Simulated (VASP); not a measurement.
# BN in VASP: further runs

The runs below take BN through relaxation of the atoms, with PBE+D3(BJ).

All numbers are computed with VASP 6.6.1; they aren't measurements. Logs are shortened: lines on timing, memory, paths and dates and some standing lists are left out, and cuts for length are marked.

### 1 The cell of the first run

The cell holds a slab with vacuum, 4 atoms: a = 2.509 Å, b = 2.509 Å, c = 32.600 Å, α = 90.00°, β = 90.00°, γ = 120.00°.

### 2 Relaxation of the atoms, PBE+D3(BJ)

File INCAR:

```
  ALGO = Normal
  DIPOL = 0.5 0.5 0.500
  EDIFF = 1E-6
  EDIFFG = -0.01
  ENCUT = 520
  GGA = PE
  IBRION = 2
  IDIPOL = 3
  ISIF = 2
  ISMEAR = 0
  IVDW = 12
  LASPH = T
  LCHARG = F
  LDIPOL = T
  LREAL = F
  LWAVE = F
  NELM = 80
  NSW = 70
  PREC = Accurate
  SIGMA = 0.02
```

File KPOINTS:

```
k-points
0
Gamma
  12 12 1
```

File POSCAR:

```
BN
1.0
    2.5087620658      0.0000000000      0.0000000000
   -1.2543810329      2.1726516810      0.0000000000
    0.0000000000      0.0000000000     32.6000000000
B N
2 2
Selective dynamics
Direct
    0.0000000000      0.0000000000      0.4493865031  F F T
    0.0000000000      0.0000000000      0.5506134969  F F T
    0.6666666667      0.3333333333      0.4493865031  T T T
    0.3333333333      0.6666666667      0.5506134969  T T T
```

Potentials or basis: VASP PAW PBE potentials, release 64 (B, N).

Launch:

```console
> cat potpaw_PBE.64/B/POTCAR potpaw_PBE.64/N/POTCAR > POTCAR
> mpirun -np 1 vasp_std > vasp.out
```

OUTCAR:

```text
EDIFF = 1E-6
   EDIFFG = -0.01
   ENCUT = 520
   GGA = PE
   IBRION = 2
   ISIF = 2
   ISMEAR = 0
   IVDW = 12
   LASPH = T
   LREAL = F
   NELM = 80
   NSW = 70
   PREC = Accurate
 IVDW          = 12

 ion  position               nearest neighbor table
   1  0.000  0.000  0.449-   3 1.45   3 1.45   3 1.45
   2  0.000  0.000  0.551-   4 1.45   4 1.45   4 1.45
   3  0.667  0.333  0.449-   1 1.45   1 1.45   1 1.45
   4  0.333  0.667  0.551-   2 1.45   2 1.45   2 1.45

  LATTYP: Found a hexagonal cell.
 ALAT       =     2.5087620658
 C/A-ratio  =    12.9944566862

  Lattice vectors:

 A1 = (   2.5087620658,   0.0000000000,   0.0000000000)
 A2 = (  -1.2543810329,   2.1726516810,   0.0000000000)
 A3 = (   0.0000000000,   0.0000000000,  32.6000000000)

Analysis of symmetry for initial positions (statically):
=====================================================================
 Subroutine PRICEL returns:
 Original cell was already a primitive cell.

 Routine SETGRP: Setting up the symmetry group for a
 hexagonal supercell.

 Subroutine GETGRP returns: Found 12 space group operations
 (whereof 12 operations were pure point group operations)
 out of a pool of 24 trial point group operations.

The static configuration has the point symmetry D_3d.

Analysis of symmetry for dynamics (positions and initial velocities):
=====================================================================
 Subroutine PRICEL returns:
 Original cell was already a primitive cell.

 Routine SETGRP: Setting up the symmetry group for a
 hexagonal supercell.

 Subroutine GETGRP returns: Found 12 space group operations
 (whereof 12 operations were pure point group operations)
 out of a pool of 24 trial point group operations.

The dynamic configuration has the point symmetry D_3d.

Analysis of constrained symmetry for selective dynamics:
=====================================================================
 Subroutine PRICEL returns:
 Original cell was already a primitive cell.

 Routine SETGRP: Setting up the symmetry group for a
 hexagonal supercell.

 Subroutine GETGRP returns: Found 12 space group operations
 (whereof 12 operations were pure point group operations)
 out of a pool of 24 trial point group operations.

The constrained configuration has the point symmetry D_3d.

 Subroutine INISYM returns: Found 12 space group operations
 (whereof 12 operations are pure point group operations),
 and found     1 'primitive' translations

----------------------------------------------------------------------------------------

                                     Primitive cell

  volume of cell :     177.6917

  direct lattice vectors                    reciprocal lattice vectors
     2.508762066  0.000000000  0.000000000     0.398602966  0.230133530  0.000000000
    -1.254381033  2.172651681  0.000000000     0.000000000  0.460267059  0.000000000
     0.000000000  0.000000000 32.600000000     0.000000000  0.000000000  0.030674847

  length of vectors
     2.508762066  2.508762066 32.600000000     0.460267059  0.460267059  0.030674847

  position of ions in fractional coordinates (direct lattice)
     0.000000000  0.000000000  0.449386503
     0.000000000  0.000000000  0.550613497
     0.666666667  0.333333333  0.449386503
     0.333333333  0.666666667  0.550613497

  ion indices of the primitive-cell ions
   primitive index   ion index
                 1           1
                 2           2
                 3           3
                 4           4

----------------------------------------------------------------------------------------

 KPOINTS: k-points

Automatic generation of k-mesh.
 Grid dimensions read from file:
 generate k-points for:   12   12    1

 Generating k-lattice:

  Cartesian coordinates                     Fractional coordinates (reciprocal lattice)
     0.033216914  0.019177794  0.000000000     0.083333333  0.000000000  0.000000000
     0.000000000  0.038355588  0.000000000     0.000000000  0.083333333  0.000000000
     0.000000000  0.000000000  0.030674847     0.000000000  0.000000000  1.000000000

  Length of vectors
     0.038355588  0.038355588  0.030674847

  Shift w.r.t. Gamma in fractional coordinates (k-lattice)
     0.000000000  0.000000000  0.000000000

 Subroutine IBZKPT returns following result:
 ===========================================

 Found     19 irreducible k-points:

 Following reciprocal coordinates:
            Coordinates               Weight
  0.000000  0.000000  0.000000      1.000000
  0.083333 -0.000000  0.000000      6.000000
  0.166667  0.000000  0.000000      6.000000
  0.250000  0.000000  0.000000      6.000000
  0.333333  0.000000  0.000000      6.000000
  0.416667  0.000000  0.000000      6.000000
[... 11 lines left out ...]
  0.333333  0.250000  0.000000     12.000000
  0.333333  0.333333  0.000000      2.000000
   k-points           NKPTS =     19   k-points in BZ     NKDIM =     19   number of bands    NBANDS=     12
   number of dos      NEDOS =    301   number of ions     NIONS =      4
   total plane-waves  NPLWV = 100000
   dimension x,y,z NGX =    20 NGY =   20 NGZ =  250
   dimension x,y,z NGXF=    40 NGYF=   40 NGZF=  500
   ions per type =               2   2
   NGX,Y,Z   is equivalent  to a cutoff of  13.25, 13.25, 12.75 a.u.
   NGXF,Y,Z  is equivalent  to a cutoff of  26.51, 26.51, 25.50 a.u.
 SYSTEM =  unknown system
   PREC   = accura    normal or accurate (medium, high low for compatibility)
   ISTART =      0    job   : 0-new  1-cont  2-samecut
   ICHARG =      2    charge: 1-file 2-atom 10-const
   ISPIN  =      1    spin polarized calculation?
   LNONCOLLINEAR =      F non collinear calculations
   LSORBIT =      F    spin-orbit coupling
   LASPH  =      T    aspherical Exc in radial PAW
   ENCUT  =  520.0 eV  38.22 Ry    6.18 a.u.   4.66  4.66 60.61*2*pi/ulx,y,z
   NELM   =     80;   NELMIN=  2; NELMDL= -5     # of ELM steps
   EDIFF  = 0.1E-05   stopping-criterion for ELM
   LREAL  =      F    real-space projection
   EDIFFG = -.1E-01   stopping-criterion for IOM
   NSW    =     70    number of steps for IOM
   IBRION =      2    ionic relax: 0-MD 1-quasi-New 2-CG
   NFREE  =      1    steps in history (QN), initial steepest desc. (CG)
   ISIF   =      2    stress and relaxation
   ISYM   =      2    0-nonsym 1-usesym 2-fastsym
   POTIM  = 0.5000    time-step for ionic-motion
   TEBEG  =    0.0;   TEEND  =   0.0 temperature during run
   PSTRESS=    0.0 pullay stress
   NELECT =      16.0000    total number of electrons
   NUPDOWN=      -1.0000    fix difference up-down
   EMIN   =  10.00;   EMAX   =-10.00  energy-range for DOS
   EFERMI =   0.00;   METHOD = LEGACY
   ISMEAR =     0;   SIGMA  =   0.02  broadening in eV -4-tet -1-fermi 0-gaus
   EFERMI_NEDOS =   21; number of points for ismear=-14 and -15
   IALGO  =     38    algorithm
   IMIX   =      4    mixing-type and parameters
     AMIX     =   0.40;   BMIX     =  1.00
     AMIX_MAG =   1.60;   BMIX_MAG =  1.00
  volume/ion in A,a.u.               =      44.42       299.78
  Fermi-wavevector in a.u.,A,eV,Ry     =   0.733769  1.386622  7.325598  0.538416
  Thomas-Fermi vector in A             =   1.826558
   LORBIT       =      0    0 simple, 1 ext, 2 COOP (PROOUT), +10 PAW based schemes
   GGA     = PE    functional components
   LHFCALC =     F    Hartree Fock is set to
   AEXX    =    0.0000 exact exchange contribution
   IVDW    =    12    specifies the selected vdW correction
   LEPSILON=     F    determine dielectric tensor
   LRPA    =     F    only Hartree local field effects (RPA)
 conjugate gradient relaxation of ions
 non-spin polarized calculation
 Gauss-broadening in eV      SIGMA  =   0.02
  energy-cutoff  :      520.00
  volume of cell :      177.69
 maximum number of plane-waves:      4825
 NGX is ok and might be reduce to    20
   NGX =  9   NGY =  9   NGZ =121

--------------------------------------- Ionic step        1  -------------------------------------------

 number of electron      16.0000000 magnetization

 Free energy of the ion-electron system (eV)
  ---------------------------------------------------
  ext. energy  EPLUGINS =         0.00000000
  ---------------------------------------------------
  free energy    TOTEN  =       -35.17244240 eV

  energy without entropy =      -35.17244240  energy(sigma->0) =      -35.17244240

------------------------ aborting loop because EDIFF is reached ----------------------------------------

 Edisp (eV)   -0.42602

 E8    (eV) :    -0.1316
[... 201 lines left out ...]
--------------------------------------- Ionic step        6  -------------------------------------------

 number of electron      16.0000001 magnetization

 dipolmoment           0.000000      0.000000     -0.000000 electrons x Angstroem

------------------------ aborting loop because EDIFF is reached ----------------------------------------

 Edisp (eV)   -0.42427

 E8    (eV) :    -0.1310
[... 33 lines left out ...]
--------------------------------------- Ionic step        7  -------------------------------------------

 number of electron      16.0000000 magnetization

 dipolmoment           0.000000      0.000000      0.000000 electrons x Angstroem

 Free energy of the ion-electron system (eV)
  ---------------------------------------------------
  ext. energy  EPLUGINS =         0.00000000
  ---------------------------------------------------
  free energy    TOTEN  =       -35.17686540 eV

  energy without entropy =      -35.17686540  energy(sigma->0) =      -35.17686540

 E-fermi :  -4.1079     XC(G=0):  -2.4022

 val. band max:       -4.2015370277   @ k =   0.3333   0.3333   0.0000
 cond. band min:      -0.0798586763   @ k =   0.3333   0.3333   0.0000
 fundamental gap:      4.1216783514
 Fermi energy:        -4.1078561953

 k-point     1 :       0.0000    0.0000    0.0000
  band No.  band energies     occupation
      1     -21.8986      2.00000
      2     -21.7594      2.00000
      3      -9.9086      2.00000
      4      -8.8981      2.00000
      5      -5.5366      2.00000
      6      -5.5366      2.00000
      7      -5.5343      2.00000
      8      -5.5343      2.00000
      9       0.5931      0.00000
     10       1.0563      0.00000
     11       1.6024      0.00000
     12       1.8163      0.00000
[... 258 lines left out ...]
      1     -18.1807      2.00000
      2     -18.1807      2.00000
      3     -12.0692      2.00000
      4     -12.0692      2.00000
      5     -11.4191      2.00000
      6     -11.2857      2.00000
      7      -4.2015      2.00000
      8      -4.2015      2.00000
      9      -0.0799      0.00000
     10       1.0293      0.00000
     11       8.1812      0.00000
     12       8.1812      0.00000

------------------------ aborting loop because EDIFF is reached ----------------------------------------

 vacuum level on the upper side and lower side of the slab       (xc-potential included)        -0.009        -0.009

 Edisp (eV)   -0.42231

 E8    (eV) :    -0.1303

  FORCE on cell =-STRESS in cart. coord.  units (eV):
  Direction    XX          YY          ZZ          XY          YZ          ZX
  --------------------------------------------------------------------------------------
  -------------------------------------------------------------------------------------
  Total      -0.09712    -0.09712     0.00245     0.00000     0.00000     0.00000
  in kB      -0.87567    -0.87567     0.02213     0.00000     0.00000     0.00000
  external pressure =       -0.58 kB  Pullay stress =        0.00 kB
[... 19 lines left out ...]
  FREE ENERGIE OF THE ION-ELECTRON SYSTEM (eV)
  ---------------------------------------------------
  free  energy   TOTEN  =       -35.5991729616 eV

  energy  without entropy=      -35.5991729616  energy(sigma->0) =      -35.59917296

 reached required accuracy - stopping structural energy minimisation

 vacuum level on the upper side and lower side of the slab         1.643         1.643
```

Run time: 3.1 min. Hardware: 1 thread of Intel Xeon Platinum 8488C (Sapphire Rapids), shared host; peak memory 0.32 GiB.

Results:

```
Free energy                : -35.5992 eV
Energy gained by relaxing  : 0.2 meV/atom
Ionic steps                : 7
Band gap on the k mesh     : 4.12 eV
Dispersion energy per atom : -0.106 eV
```

The path:
```
step  energy change (eV)  largest force on free atoms (eV/Å)  pressure (GPa)
   1              0.0000                              0.0264           -0.05
   2              0.0000                              0.0170           -0.05
   3              0.0000                              0.0212           -0.05
   4             -0.0001                              0.0204           -0.05
   5             -0.0002                              0.0189           -0.05
   6             -0.0004                              0.0155           -0.05
   7             -0.0007                              0.0087           -0.06
```

Final structure:
```cif
data_structure
_symmetry_space_group_name_H-M 'P 1'
_symmetry_Int_Tables_number 1
_cell_length_a 2.5088
_cell_length_b 2.5088
_cell_length_c 32.6000
_cell_angle_alpha 90.000
_cell_angle_beta 90.000
_cell_angle_gamma 120.000
_cell_volume 177.69
loop_
_atom_site_label
_atom_site_type_symbol
_atom_site_fract_x
_atom_site_fract_y
_atom_site_fract_z
_atom_site_occupancy
B1 B 0.00000 0.00000 0.44877 1
B2 B 0.00000 0.00000 0.55123 1
N1 N 0.66667 0.33333 0.44873 1
N2 N 0.33333 0.66667 0.55127 1
```

### 3 Relaxation of the atoms, PBE+D3(BJ)

File INCAR:

```
ALGO = Normal
DIPOL = 0.5 0.5 0.500
EDIFF = 1E-6
EDIFFG = -0.01
ENCUT = 520
GGA = PE
IBRION = 2
IDIPOL = 3
ISIF = 2
ISMEAR = 0
IVDW = 12
LASPH = True
LCHARG = False
LDIPOL = True
LREAL = False
LWAVE = False
NELM = 60
NSW = 70
PREC = Accurate
SIGMA = 0.02
```

KPOINTS is that of step 2.

File POSCAR:

```
BN
1.0
    2.5087620658      0.0000000000      0.0000000000
   -1.2543810329      2.1726516810      0.0000000000
    0.0000000000      0.0000000000     32.6000000000
B N
2 2
Selective dynamics
Direct
    0.0000000000      0.0000000000      0.4493865031  F F T
    0.3333333333      0.6666666667      0.5506134969  F F T
    0.6666666667      0.3333333333      0.4493865031  T T T
    0.6666666667      0.3333333333      0.5506134969  T T T
```

Potentials or basis: VASP PAW PBE potentials, release 64 (B, N).

Launch:

```console
> cat potpaw_PBE.64/B/POTCAR potpaw_PBE.64/N/POTCAR > POTCAR
> mpirun -np 1 vasp_std > vasp.out
```

Run time: 7.7 min. Hardware: 1 thread of Intel Xeon Platinum 8488C (Sapphire Rapids), shared host; peak memory 0.32 GiB.

It converged, with:

```yaml
Free_energy: -35.5842 eV
Energy_gained_by_relaxing: 3.5 meV/atom
Ionic_steps: 13
Band_gap_on_the_k_mesh: 4.19 eV (least direct gap 4.47 eV)
Dispersion_energy_per_atom: -0.101 eV
```

Step by step:
| step | energy change (eV) | largest force on free atoms (eV/Å) | pressure (GPa) |
| --- | --- | --- | --- |
| 1 | 0.0000 | 0.0713 | 0.01 |
| 2 | -0.0006 | 0.0616 | 0.01 |
| 3 | -0.0022 | 0.1122 | 0.00 |
| 4 | -0.0035 | 0.2142 | -0.02 |
| 5 | -0.0037 | 0.2115 | -0.02 |
| 6 | -0.0043 | 0.2030 | -0.02 |
| 7 | -0.0053 | 0.1864 | -0.02 |
| 8 | -0.0073 | 0.1531 | -0.02 |
| 9 | -0.0103 | 0.0869 | -0.04 |
| 10 | -0.0131 | 0.0607 | -0.05 |
| 11 | -0.0131 | 0.0782 | -0.05 |
| 12 | -0.0137 | 0.0364 | -0.06 |
| 13 | -0.0138 | 0.0090 | -0.06 |

Final structure:
```xyz
4
Lattice="2.5088 0.0000 0.0000 -1.2544 2.1727 0.0000 0.0000 0.0000 32.6000" Properties=species:S:1:pos:R:3 pbc="T T T"
B     0.0000    0.0000   14.5182
B     0.0000    1.4484   18.0818
N     1.2544    0.7242   14.5181
N     1.2544    0.7242   18.0819
```

Levels at points of the mesh, in eV from the valence-band top:
```csv
k point,band 5,band 6,band 7,band 8,band 9,band 10,band 11,band 12
"(0.00, 0.00, 0.00)",-1.52,-1.52,-1.51,-1.51,4.57,5.08,5.60,5.81
"(0.50, 0.00, 0.00)",-4.30,-4.29,-1.26,-0.88,4.19,5.06,9.36,9.70
```
